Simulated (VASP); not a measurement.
# Li2Se (Fm-3m) in VASP: notebook

Runs on Li2Se. Level: PBE. Tasks: single point.

Program: VASP 6.6.1. These are calculated values, not measurements. Logs are shortened: lines on timing, memory, paths and dates and some standing lists are left out, and cuts for length are marked.

### Step 1. The cell of the first run

Symmetry: Fm-3m, No. 225, cubic system. The conventional cell has a = 5.705 Å, b = 5.705 Å, c = 5.705 Å, α = 90.00°, β = 90.00°, γ = 90.00°. Li (site symmetry -43m) has 4 Se at 2.47 Å and 6 Li at 2.85 Å within 3.3 Å. Se (site symmetry m-3m) has 8 Li at 2.47 Å within 3.3 Å.

### Step 2. Single point, PBE (strain -0.050 along x and y, -0.050 along z)

INCAR

```
ALGO     = Normal         # electronic algorithm
EDIFF    = 1E-6           # SCF threshold, eV
ENCUT    = 750            # plane-wave cutoff, eV
GGA      = PE             # functional
GGA_COMPAT= False        
ISIF     = 2              # what is computed and relaxed
ISMEAR   = 0              # smearing method
LASPH    = True           # aspherical terms in the spheres
LCHARG   = False          # write CHGCAR
LREAL    = False          # projectors in reciprocal space
LWAVE    = False          # write WAVECAR
NBANDS   = 13             # bands
NELM     = 120            # most SCF steps
PREC     = Accurate       # precision mode
SIGMA    = 0.05           # smearing width, eV
```

KPOINTS

```
k-points
0
Gamma
  8 8 8
```

POSCAR

```
Li2Se
1.0
    0.0000000000      2.8523750000      2.8523750000
    2.8523750000      0.0000000000      2.8523750000
    2.8523750000      2.8523750000      0.0000000000
Li Se
2 1
Direct
    0.2500000000      0.2500000000      0.2500000000
    0.7500000000      0.7500000000      0.7500000000
    0.0000000000      0.0000000000      0.0000000000
```

Potentials or basis: VASP PAW PBE potentials, release 64 (Li_sv, Se).

Launch:

```
> cat potpaw_PBE.64/Li_sv/POTCAR potpaw_PBE.64/Se/POTCAR > POTCAR
> mpirun -np 1 vasp_std > vasp.out
```

OUTCAR:

```text
EDIFF = 1E-6
   ENCUT = 750
   GGA = PE
   ISIF = 2
   ISMEAR = 0
   LASPH = True
   LREAL = False
   NELM = 120
   PREC = Accurate

 ion  position               nearest neighbor table
   1  0.250  0.250  0.250-   3 2.47   3 2.47   3 2.47   3 2.47
   2  0.750  0.750  0.750-   3 2.47   3 2.47   3 2.47   3 2.47
   3  0.000  0.000  0.000-   2 2.47   2 2.47   2 2.47   1 2.47   2 2.47   1 2.47   1 2.47   1 2.47

  LATTYP: Found a face centered cubic cell.
 ALAT       =     5.7047500000

  Lattice vectors:

 A1 = (   0.0000000000,   2.8523750000,   2.8523750000)
 A2 = (   2.8523750000,   0.0000000000,   2.8523750000)
 A3 = (   2.8523750000,   2.8523750000,   0.0000000000)

Analysis of symmetry for initial positions (statically):
=====================================================================
 Subroutine PRICEL returns:
 Original cell was already a primitive cell.

 Routine SETGRP: Setting up the symmetry group for a
 face centered cubic supercell.

 Subroutine GETGRP returns: Found 48 space group operations
 (whereof 48 operations were pure point group operations)
 out of a pool of 48 trial point group operations.

The static configuration has the point symmetry O_h .

Analysis of symmetry for dynamics (positions and initial velocities):
=====================================================================
 Subroutine PRICEL returns:
 Original cell was already a primitive cell.

 Routine SETGRP: Setting up the symmetry group for a
 face centered cubic supercell.

 Subroutine GETGRP returns: Found 48 space group operations
 (whereof 48 operations were pure point group operations)
 out of a pool of 48 trial point group operations.

The dynamic configuration has the point symmetry O_h .

 Subroutine INISYM returns: Found 48 space group operations
 (whereof 48 operations are pure point group operations),
 and found     1 'primitive' translations

----------------------------------------------------------------------------------------

                                     Primitive cell

  volume of cell :      46.4141

  direct lattice vectors                    reciprocal lattice vectors
     0.000000000  2.852375000  2.852375000    -0.175292519  0.175292519  0.175292519
     2.852375000  0.000000000  2.852375000     0.175292519 -0.175292519  0.175292519
     2.852375000  2.852375000  0.000000000     0.175292519  0.175292519 -0.175292519

  length of vectors
     4.033867410  4.033867410  4.033867410     0.303615550  0.303615550  0.303615550

  position of ions in fractional coordinates (direct lattice)
     0.250000000  0.250000000  0.250000000
     0.750000000  0.750000000  0.750000000
     0.000000000  0.000000000  0.000000000

  ion indices of the primitive-cell ions
   primitive index   ion index
                 1           1
                 2           2
                 3           3

----------------------------------------------------------------------------------------

 KPOINTS: k-points

Automatic generation of k-mesh.
 Grid dimensions read from file:
 generate k-points for:    8    8    8

 Generating k-lattice:

  Cartesian coordinates                     Fractional coordinates (reciprocal lattice)
    -0.021911565  0.021911565  0.021911565     0.125000000  0.000000000  0.000000000
     0.021911565 -0.021911565  0.021911565     0.000000000  0.125000000  0.000000000
     0.021911565  0.021911565 -0.021911565     0.000000000  0.000000000  0.125000000

  Length of vectors
     0.037951944  0.037951944  0.037951944

  Shift w.r.t. Gamma in fractional coordinates (k-lattice)
     0.000000000  0.000000000  0.000000000

 Subroutine IBZKPT returns following result:
 ===========================================

 Found     29 irreducible k-points:

 Following reciprocal coordinates:
            Coordinates               Weight
  0.000000  0.000000  0.000000      1.000000
  0.125000  0.000000  0.000000      8.000000
  0.250000  0.000000  0.000000      8.000000
  0.375000  0.000000  0.000000      8.000000
  0.500000  0.000000  0.000000      4.000000
  0.125000  0.125000  0.000000      6.000000
[... 16 lines left out ...]
  0.500000  0.250000  0.125000     48.000000
 -0.375000  0.250000  0.125000     24.000000
 [... further k-points ...]
   k-points           NKPTS =     29   k-points in BZ     NKDIM =     29   number of bands    NBANDS=     13
   number of dos      NEDOS =    301   number of ions     NIONS =      3
   total plane-waves  NPLWV =  46656
   dimension x,y,z NGX =    36 NGY =   36 NGZ =   36
   dimension x,y,z NGXF=    72 NGYF=   72 NGZF=   72
   ions per type =               2   1
   NGX,Y,Z   is equivalent  to a cutoff of  14.84, 14.84, 14.84 a.u.
   NGXF,Y,Z  is equivalent  to a cutoff of  29.67, 29.67, 29.67 a.u.
 SYSTEM =  unknown system
   PREC   = accura    normal or accurate (medium, high low for compatibility)
   ISTART =      0    job   : 0-new  1-cont  2-samecut
   ICHARG =      2    charge: 1-file 2-atom 10-const
   ISPIN  =      1    spin polarized calculation?
   LNONCOLLINEAR =      F non collinear calculations
   LSORBIT =      F    spin-orbit coupling
   LASPH  =      T    aspherical Exc in radial PAW
   ENCUT  =  750.0 eV  55.12 Ry    7.42 a.u.   9.01  9.01  9.01*2*pi/ulx,y,z
   NELM   =    120;   NELMIN=  2; NELMDL= -5     # of ELM steps
   EDIFF  = 0.1E-05   stopping-criterion for ELM
   LREAL  =      F    real-space projection
   EDIFFG = 0.1E-04   stopping-criterion for IOM
   NSW    =      0    number of steps for IOM
   IBRION =     -1    ionic relax: 0-MD 1-quasi-New 2-CG
   NFREE  =      0    steps in history (QN), initial steepest desc. (CG)
   ISIF   =      2    stress and relaxation
   ISYM   =      2    0-nonsym 1-usesym 2-fastsym
   POTIM  = 0.5000    time-step for ionic-motion
   TEBEG  =    0.0;   TEEND  =   0.0 temperature during run
   PSTRESS=    0.0 pullay stress
   NELECT =      12.0000    total number of electrons
   NUPDOWN=      -1.0000    fix difference up-down
   EMIN   =  10.00;   EMAX   =-10.00  energy-range for DOS
   EFERMI =   0.00;   METHOD = LEGACY
   ISMEAR =     0;   SIGMA  =   0.05  broadening in eV -4-tet -1-fermi 0-gaus
   EFERMI_NEDOS =   21; number of points for ismear=-14 and -15
   IALGO  =     38    algorithm
   IMIX   =      4    mixing-type and parameters
     AMIX     =   0.40;   BMIX     =  1.00
     AMIX_MAG =   1.60;   BMIX_MAG =  1.00
  volume/ion in A,a.u.               =      15.47       104.41
  Fermi-wavevector in a.u.,A,eV,Ry     =   1.042922  1.970837 14.798879  1.087687
  Thomas-Fermi vector in A             =   2.177609
   LORBIT       =      0    0 simple, 1 ext, 2 COOP (PROOUT), +10 PAW based schemes
   GGA     = PE    functional components
   LHFCALC =     F    Hartree Fock is set to
   AEXX    =    0.0000 exact exchange contribution
   IVDW    =     0    specifies the selected vdW correction
   LEPSILON=     F    determine dielectric tensor
   LRPA    =     F    only Hartree local field effects (RPA)
 non-spin polarized calculation
 Gauss-broadening in eV      SIGMA  =   0.05
  energy-cutoff  :      750.00
  volume of cell :       46.41
 maximum number of plane-waves:      2200
   NGX = 17   NGY = 17   NGZ = 17

 number of electron      11.9999999 magnetization

 Free energy of the ion-electron system (eV)
  ---------------------------------------------------
  ext. energy  EPLUGINS =         0.00000000
  ---------------------------------------------------
  free energy    TOTEN  =       -10.97973438 eV

  energy without entropy =      -10.97973438  energy(sigma->0) =      -10.97973438

 E-fermi :   2.1925     XC(G=0):  -8.8447

 val. band max:        1.9528656116   @ k =   0.0000   0.0000   0.0000
 cond. band min:       4.7673648502   @ k =   0.5000   0.5000   0.0000
 fundamental gap:      2.8144992387
 Fermi energy:         2.1924790685

 k-point     1 :       0.0000    0.0000    0.0000
  band No.  band energies     occupation
      1     -42.5558      2.00000
      2     -42.5115      2.00000
      3      -9.8908      2.00000
      4       1.9529      2.00000
      5       1.9529      2.00000
      6       1.9529      2.00000
      7       6.0352      0.00000
      8       7.6212      0.00000
      9       7.6212      0.00000
     10       7.6212      0.00000
     11      13.0013      0.00000
     12      13.0013      0.00000
     13      13.4712      0.00000

 k-point     2 :       0.1250    0.0000    0.0000
  band No.  band energies     occupation
      1     -42.5539      2.00000
      2     -42.5130      2.00000
      3      -9.8271      2.00000
      4       1.1800      2.00000
      5       1.8342      2.00000
      6       1.8342      2.00000
      7       6.5131      0.00000
      8       7.8911      0.00000
      9       7.8911      0.00000
     10       8.1516      0.00000
     11      11.7113      0.00000
     12      11.7113      0.00000
     13      13.6449      0.00000

 k-point     3 :       0.2500    0.0000    0.0000
  band No.  band energies     occupation
      1     -42.5488      2.00000
      2     -42.5174      2.00000
      3      -9.6624      2.00000
      4      -0.1350      2.00000
      5       1.5850      2.00000
      6       1.5850      2.00000
      7       7.0909      0.00000
      8       8.2355      0.00000
      9       8.2355      0.00000
     10       9.3746      0.00000
     11      11.3670      0.00000
     12      11.3670      0.00000
     13      14.2400      0.00000

 k-point     4 :       0.3750    0.0000    0.0000
  band No.  band energies     occupation
      1     -42.5413      2.00000
      2     -42.5243      2.00000
      3      -9.4795      2.00000
      4      -1.1409      2.00000
      5       1.3742      2.00000
      6       1.3742      2.00000
      7       7.5317      0.00000
      8       8.0937      0.00000
      9       8.0937      0.00000
     10      10.2693      0.00000
     11      12.5872      0.00000
     12      12.5872      0.00000
     13      15.1716      0.00000

 k-point     5 :       0.5000    0.0000    0.0000
  band No.  band energies     occupation
      1     -42.5326      2.00000
      2     -42.5326      2.00000
      3      -9.3972      2.00000
      4      -1.5123      2.00000
      5       1.2954      2.00000
      6       1.2954      2.00000
      7       7.7173      0.00000
      8       7.9609      0.00000
      9       7.9609      0.00000
     10      10.5494      0.00000
     11      14.3833      0.00000
     12      14.3833      0.00000
     13      15.2455      0.00000
[... 257 lines left out ...]
 k-point    22 :       0.3750    0.2500    0.1250
  band No.  band energies     occupation
      1     -42.5455      2.00000
      2     -42.5202      2.00000
      3      -9.5371      2.00000
      4      -0.2771      2.00000
      5       0.6789      2.00000
      6       1.2751      2.00000
      7       7.1252      0.00000
      8       8.5859      0.00000
      9       8.6304      0.00000
     10       9.9055      0.00000
     11      10.9038      0.00000
     12      14.1107      0.00000
     13      15.7183      0.00000

 k-point    23 :       0.5000    0.2500    0.1250
  band No.  band energies     occupation
      1     -42.5394      2.00000
      2     -42.5257      2.00000
      3      -9.3865      2.00000
      4      -0.9077      2.00000
      5       0.4020      2.00000
      6       0.9716      2.00000
      7       7.3683      0.00000
      8       8.3461      0.00000
      9       9.5770      0.00000
     10      10.2861      0.00000
     11      12.0064      0.00000
     12      14.1103      0.00000
     13      15.9183      0.00000

 k-point    24 :      -0.3750    0.2500    0.1250
  band No.  band energies     occupation
      1     -42.5325      2.00000
      2     -42.5324      2.00000
      3      -9.3198      2.00000
      4      -1.1791      2.00000
      5       0.3809      2.00000
      6       0.7877      2.00000
      7       7.4980      0.00000
      8       8.1758      0.00000
      9      10.1211      0.00000
     10      10.9672      0.00000
     11      12.0185      0.00000
     12      13.5458      0.00000
     13      15.5348      0.00000

 [... further k-points ...]
[... 5 lines left out ...]
  --------------------------------------------------------------------------------------
  -------------------------------------------------------------------------------------
  Total        2.0193492      2.0193492      2.0193492      0.0000000     -0.0000000      0.0000000
  in kB       69.7063200     69.7063200     69.7063200      0.0000000     -0.0000000      0.0000000
  external PRESSURE =      69.7063200 kB  Pullay stress =       0.0000000 kB

 VOLUME and BASIS-vectors are now :
 -----------------------------------------------------------------------------
  energy-cutoff  :      750.00
  volume of cell :       46.41
      direct lattice vectors                 reciprocal lattice vectors
     0.000000000  2.852375000  2.852375000    -0.175292519  0.175292519  0.175292519
     2.852375000  0.000000000  2.852375000     0.175292519 -0.175292519  0.175292519
     2.852375000  2.852375000  0.000000000     0.175292519  0.175292519 -0.175292519

 POSITION                                       TOTAL-FORCE (eV/Angst)
 -----------------------------------------------------------------------------------
      1.42619      1.42619      1.42619         0.000000      0.000000      0.000000
      4.27856      4.27856      4.27856        -0.000000     -0.000000     -0.000000
      0.00000      0.00000      0.00000        -0.000000      0.000000      0.000000
 -----------------------------------------------------------------------------------
    total drift:                                0.000000      0.000000      0.000000

  FREE ENERGIE OF THE ION-ELECTRON SYSTEM (eV)
  ---------------------------------------------------
  free  energy   TOTEN  =       -10.9797343823 eV

  energy  without entropy=      -10.9797343823  energy(sigma->0) =      -10.97973438
```

It took 22 s on 1 thread of AMD EPYC 9R45 (Zen 5), shared host; peak memory 0.18 GiB.

Results:

```
Free energy            : -10.9797 eV
Pressure               : 7.0 GPa
Band gap on the k mesh : 2.81 eV, indirect (least direct gap 4.08 eV)
```

Levels at points of the mesh, in eV from the valence-band top:
| k point | band 4 | band 5 | band 6 | band 7 | band 8 | band 9 |
| --- | --- | --- | --- | --- | --- | --- |
| (0.00, 0.00, 0.00) | 0.00 | 0.00 | 0.00 | 4.08 | 5.67 | 5.67 |
| (0.50, 0.00, 0.00) | -3.47 | -0.66 | -0.66 | 5.76 | 6.01 | 6.01 |
| (0.50, 0.50, 0.00) | -2.66 | -1.79 | -1.79 | 2.81 | 6.57 | 11.38 |

Caveat: the cell differs from its parent crystal (strain -0.050 along x and y, -0.050 along z). A k mesh can miss the band edges.

### Step 3. Single point, PBE (strain -0.025 along x and y, -0.025 along z)

INCAR

```
ALGO = Normal
EDIFF = 1E-6
ENCUT = 750
GGA = PE
GGA_COMPAT = False
ISIF = 2
ISMEAR = 0
LASPH = True
LCHARG = False
LREAL = False
LWAVE = False
NBANDS = 13
NELM = 120
PREC = Accurate
SIGMA = 0.05
```

KPOINTS is that of step 2.

POSCAR

```
Li2Se
1.0
    0.0000000000      2.9274375000      2.9274375000
    2.9274375000      0.0000000000      2.9274375000
    2.9274375000      2.9274375000      0.0000000000
Li Se
2 1
Direct
    0.2500000000      0.2500000000      0.2500000000
    0.7500000000      0.7500000000      0.7500000000
    0.0000000000      0.0000000000      0.0000000000
```

Potentials or basis: VASP PAW PBE potentials, release 64 (Li_sv, Se).

Launch:

```
> cat potpaw_PBE.64/Li_sv/POTCAR potpaw_PBE.64/Se/POTCAR > POTCAR
> mpirun -np 1 vasp_std > vasp.out
```

OUTCAR:

```text
EDIFF = 1E-6
   ENCUT = 750
   GGA = PE
   ISIF = 2
   ISMEAR = 0
   LASPH = True
   LREAL = False
   NELM = 120
   PREC = Accurate

 ion  position               nearest neighbor table
   1  0.250  0.250  0.250-   3 2.54   3 2.54   3 2.54   3 2.54
   2  0.750  0.750  0.750-   3 2.54   3 2.54   3 2.54   3 2.54
   3  0.000  0.000  0.000-   2 2.54   2 2.54   2 2.54   1 2.54   2 2.54   1 2.54   1 2.54   1 2.54

  LATTYP: Found a face centered cubic cell.
 ALAT       =     5.8548750000
[... 569 lines left out ...]
      9       9.3367      0.00000
     10      10.1344      0.00000
     11      11.1564      0.00000
     12      12.5875      0.00000
     13      14.5290      0.00000

 [... further k-points ...]
[... 5 lines left out ...]
  --------------------------------------------------------------------------------------
  -------------------------------------------------------------------------------------
  Total        0.9173582      0.9173582      0.9173582      0.0000000      0.0000000      0.0000000
  in kB       29.2925148     29.2925148     29.2925148      0.0000000      0.0000000      0.0000000
  external PRESSURE =      29.2925148 kB  Pullay stress =       0.0000000 kB

 VOLUME and BASIS-vectors are now :
 -----------------------------------------------------------------------------
  energy-cutoff  :      750.00
  volume of cell :       50.18
      direct lattice vectors                 reciprocal lattice vectors
     0.000000000  2.927437500  2.927437500    -0.170797839  0.170797839  0.170797839
     2.927437500  0.000000000  2.927437500     0.170797839 -0.170797839  0.170797839
     2.927437500  2.927437500  0.000000000     0.170797839  0.170797839 -0.170797839

 POSITION                                       TOTAL-FORCE (eV/Angst)
 -----------------------------------------------------------------------------------
      1.46372      1.46372      1.46372        -0.000000     -0.000000     -0.000000
      4.39116      4.39116      4.39116         0.000000      0.000000      0.000000
      0.00000      0.00000      0.00000        -0.000000     -0.000000     -0.000000
 -----------------------------------------------------------------------------------
    total drift:                                0.000000     -0.000000      0.000000

  FREE ENERGIE OF THE ION-ELECTRON SYSTEM (eV)
  ---------------------------------------------------
  free  energy   TOTEN  =       -11.0955103244 eV

  energy  without entropy=      -11.0955103244  energy(sigma->0) =      -11.09551032
```

Run time: 29 s. Hardware: 1 thread of AMD EPYC 9R45 (Zen 5), shared host; peak memory 0.21 GiB.

What came out:

```yaml
Free_energy: -11.0955 eV
Pressure: 2.9 GPa
Band_gap_on_the_k_mesh: 2.91 eV, indirect (least direct gap 3.71 eV)
```

Caveat: the cell differs from its parent crystal (strain -0.025 along x and y, -0.025 along z). A k mesh can miss the band edges.

(Part 1 of 2 ends here.)
